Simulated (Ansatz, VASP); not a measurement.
One calculation of MgO, two programs

Contents of INCAR:

```
SYSTEM = MgO
ALGO = Normal
EDIFF = 1E-6
ENCUT = 520
GGA = PE
ISIF = 2
ISMEAR = 0
ISPIN = 2
LASPH = .True.
LCHARG = .False.
LORBIT = 11
LREAL = .False.
LWAVE = .False.
MAGMOM = 0 0 1 1
NBANDS = 20
NELM = 150
PREC = Accurate
SIGMA = 0.1
```

Contents of KPOINTS:

```
k-points
0
Gamma
  6 6 4
  0 0 0
```

File POSCAR:

```
MgO
1.0
    3.8164736400      0.0000000000      0.0000000000
   -1.9082368200      3.3051631300      0.0000000000
    0.0000000000      0.0000000000      4.3952681500
Mg O
2 2
Direct
    0.0000000000      0.0000000000      0.5000000000
    0.0000000000      0.0000000000      0.0000000000
    0.3333333300      0.6666666700      0.0000000000
    0.6666666700      0.3333333300      0.0000000000
```

Input for Ansatz:

```yaml
crystal:
  lattice:
    - [3.81647364, 0.0, 0.0]
    - [-1.90823682, 3.30516313, 0.0]
    - [0.0, 0.0, 4.39526815]
  atoms:
    - { symbol: Mg, position: [0.0, 0.0, 0.5] }
    - { symbol: Mg, position: [0.0, 0.0, 0.0] }
    - { symbol: O, position: [0.33333333, 0.66666667, 0.0], spin: 1.0 }
    - { symbol: O, position: [0.66666667, 0.33333333, 0.0], spin: 1.0 }
basis:
  ecutwfc: 420
kpoints:
  mp_grid: { grid: [6, 6, 4] }
hamiltonian:
  xc: pbe
scf:
  occupations: { method: gaussian, width: 0.1 }
  lower_state_search: "off"
output:
  forces: true
  stress: true
  eigenvalues: true
  populations: true
magnetization:
  spin_polarized: true
```

Alike in both runs: task single point; functional PBE; k mesh 6 × 6 × 4; occupations gaussian, width 0.1 eV; collinear spin.

|  | VASP | Ansatz |
| --- | --- | --- |
| version | VASP 6.6.1 | Ansatz 0.2.0 |
| potentials or method | VASP PAW PBE potentials, release 64 (Mg, O), cutoff 520 eV | scalar-relativistic, plane waves, PAW |
| valence electrons in the cell | 16 | 32 |

```csv
,VASP,Ansatz,Ansatz less VASP
gap on the k mesh at the Fermi level (eV),none,none,-
pressure (GPa),10.0,11.2,+1.24
"traceless stress, the component that is largest in VASP (GPa)",30.73,31.04,+0.306
net moment per atom (μB),0.00,0.30,+0.302
size of the moment on the site where the two differ most (μB),0.00,0.42,+0.421
```

The net moments are unlike, so the other rows may belong to different states. Site moments also hang on the region over which each program counts them. A gap of «none» marks a metal or a gap that the smearing closes. VASP's potentials hold 16 valence electrons a cell and Ansatz's 32, so a difference there can come from the potentials and not from the codes.
